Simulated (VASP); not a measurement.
# Sn3Mo2: single point with PBE

Crystal: Sn3Mo2.

```xyz
5
Lattice="5.1424 0.0000 0.0000 0.0000 5.1424 0.0000 0.0000 0.0000 5.1424" Properties=species:S:1:pos:R:3 pbc="T T T"
Sn    0.0000    2.5712    2.5712
Sn    2.5712    0.0000    2.5712
Sn    2.5712    2.5712    0.0000
Mo    0.0000    0.0000    0.0000
Mo    2.5712    2.5712    2.5712
```

The cell was built from a structure type or drawn by symmetry, and may not be a known phase.

```yaml
Program: VASP 6.6.1
Task: single point
Functional: PBE
Potentials_or_basis: VASP PAW PBE potentials, release 64 (Sn_d, Mo_sv)
Cutoff: 520 eV
k_mesh: 4 × 4 × 4
Occupations: gaussian, width 0.1 eV
Spin: collinear spin
Starting_moments: "[0.0, 0.0, 0.0, 1.0, 1.0] μB"
Dipole_correction: no
Further_INCAR_settings: ALGO = Fast; EDIFF = 1e-06; NBANDS = 47
```

The pressure is 3.8 GPa, the net moment is 5.26 μB per cell and the site moments are Sn +0.01; Mo +3.71, +0.57 μB. The valence electrons inside the program's atomic spheres are Sn 12.31; Mo 12.10, 12.76.

Levels at points of the mesh, in eV from the Fermi level:
Spin up:
| k point | band 36 | band 37 | band 38 | band 39 | band 40 | band 41 |
| --- | --- | --- | --- | --- | --- | --- |
| (0.00, 0.00, 0.00) | -0.51 | -0.51 | -0.20 | 1.59 | 1.59 | 1.59 |
| (0.50, 0.00, 0.00) | -0.77 | 0.07 | 0.07 | 1.88 | 2.09 | 2.09 |
| (0.50, 0.50, 0.00) | -0.62 | -0.10 | -0.06 | -0.06 | 0.00 | 3.03 |
| (0.50, 0.50, 0.50) | -0.85 | -0.85 | -0.85 | 0.91 | 0.91 | 0.91 |
Spin down:
| k point | band 29 | band 30 | band 31 | band 32 | band 33 | band 34 | band 35 | band 36 |
| --- | --- | --- | --- | --- | --- | --- | --- | --- |
| (0.00, 0.00, 0.00) | -2.35 | -0.49 | -0.49 | -0.49 | 0.84 | 0.84 | 1.34 | 1.57 |
| (0.50, 0.00, 0.00) | -1.92 | -1.79 | -1.79 | -0.81 | -0.59 | -0.37 | 1.35 | 1.70 |
| (0.50, 0.50, 0.00) | -2.35 | -2.03 | -2.03 | -0.05 | 0.18 | 0.18 | 0.81 | 1.38 |
| (0.50, 0.50, 0.50) | -3.66 | -3.66 | -2.34 | -2.34 | 0.59 | 1.47 | 1.47 | 1.47 |

It took 85 s on 1 thread of Intel(R) Xeon(R) 6975P-C (Granite Rapids), with other jobs on the host, peak memory 0.33 GiB.

Caveat: the cell stands under pressure; spin-orbit coupling is left out, which moves the levels of the heavy elements.
